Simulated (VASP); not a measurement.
Set up this calculation in VASP 6.6.1, as the native input.

| Property | Result |
| --- | --- |
| Task | single point |
| Functional | PBE |
| Potentials or basis | VASP PAW PBE potentials, release 64 (Al, N) |
| Cutoff | 520 eV |
| k mesh | 10 × 10 × 10 |
| Occupations | fermi-dirac, width 0.02 eV |
| Spin | no spin polarisation |
| Dipole correction | no |
| Further INCAR settings | ALGO = Normal; EDIFF = 1e-06; NBANDS = 11 |

The structure of AlN lies in POSCAR:

```
AlN
1.0
    0.0000000000      2.2285739407      2.1366451309
    2.2285739407      0.0000000000      2.1366451309
    2.2285739407      2.2285739407      0.0000000000
Al N
1 1
Direct
    0.0000000000      0.0000000000      0.0000000000
    0.2500000000      0.2500000000      0.2500000000
```

This cell differs from its parent crystal: epitaxial xy strain +2.0%.

The input as run:

INCAR

```
  PREC = Accurate
  ENCUT = 520
  EDIFF = 1E-6
  ISMEAR = -1
  SIGMA = 0.02
  LREAL = F
  LASPH = T
  NELM = 60
  ALGO = Normal
  ISIF = 2
  LWAVE = F
  LCHARG = T
  GGA = PE
  LELF = T
  LVHAR = T
  NBANDS = 11
```

KPOINTS

```
regular mesh
0
Gamma
  10 10 10
```

Potentials or basis: VASP PAW PBE potentials, release 64 (Al, N).

Command:

```console
$ cat potpaw_PBE.64/Al/POTCAR potpaw_PBE.64/N/POTCAR > POTCAR
$ mpirun -np 1 vasp_std > vasp.out
```

Results of the run:

* Pressure: 0.7 GPa
* Band gap on the k mesh: 3.09 eV (least direct gap 3.92 eV)

Caveat: the cell differs from its parent crystal (epitaxial xy strain +2.0%).

Wall time 6 s on 1 thread of Intel(R) Xeon(R) 6975P-C (Granite Rapids) (shared host), peak memory 0.14 GiB.
